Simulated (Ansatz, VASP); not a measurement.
# Ag3SF: VASP beside Ansatz

File INCAR:

```
ALGO = Normal
EDIFF = 1E-6
EDIFFG = -0.04
ENCUT = 600
GGA = PE
IBRION = 2
ISIF = 3
ISMEAR = 0
LASPH = T
LCHARG = F
LREAL = F
LWAVE = F
NELM = 60
NSW = 90
PREC = Accurate
SIGMA = 0.1
```

KPOINTS

```
k-points
0
Gamma
  4 4 4
```

The input POSCAR:

```
Ag3SF
1.0
    4.6759498200      0.0000000000      0.0000000000
    0.0000000000      4.6759498200      0.0000000000
    0.0000000000      0.0000000000      4.6759498200
Ag S F
3 1 1
Direct
    0.0000000000      0.5000000000      0.5000000000
    0.5000000000      0.0000000000      0.5000000000
    0.5000000000      0.5000000000      0.0000000000
    0.0000000000      0.0000000000      0.0000000000
    0.5000000000      0.5000000000      0.5000000000
```

Input for Ansatz:

```yaml
crystal:
  lattice:
    - [4.67594982, 0.0, 0.0]
    - [0.0, 4.67594982, 0.0]
    - [0.0, 0.0, 4.67594982]
  atoms:
    - { symbol: Ag, position: [0.0, 0.5, 0.5] }
    - { symbol: Ag, position: [0.5, 0.0, 0.5] }
    - { symbol: Ag, position: [0.5, 0.5, 0.0] }
    - { symbol: S, position: [0.0, 0.0, 0.0] }
    - { symbol: F, position: [0.5, 0.5, 0.5] }
basis:
  ecutwfc: 420
kpoints:
  mp_grid: { grid: [4, 4, 4] }
hamiltonian:
  xc: pbe
scf:
  occupations: { method: gaussian, width: 0.1 }
  lower_state_search: "off"
output:
  forces: true
  stress: true
  eigenvalues: true
relax:
  adjacent_minimum: "off"
  f_tol: 0.04
  max_steps: 70
  cell: { stress_tol: 0.4 }
```

Alike in both runs: task relaxation of cell and atoms; functional PBE; k mesh 4 × 4 × 4; occupations gaussian, width 0.1 eV; no spin polarisation.

|  | VASP | Ansatz |
| --- | --- | --- |
| version | VASP 6.6.1 | Ansatz 0.2.0 |
| potentials or method | VASP PAW PBE potentials, release 64 (Ag, S, F), cutoff 600 eV | scalar-relativistic, plane waves, PAW |
| valence electrons in the cell | 46 | 70 |

Ansatz gave:

- gap on the k mesh at the Fermi level, each at its own relaxed structure (eV): none
- relaxed volume (Å³/atom): 19.33
- relaxed length of the cell vector where the two differ most in proportion (Å): 4.589

What did VASP give for the same quantities?

gap on the k mesh at the Fermi level, each at its own relaxed structure (eV): none; relaxed volume (Å³/atom): 19.19; relaxed length of the cell vector where the two differ most in proportion (Å): 4.578.

A gap of «none» marks a metal or a gap that the smearing closes. VASP's potentials hold 46 valence electrons a cell and Ansatz's 70, so a difference there can come from the potentials and not from the codes.
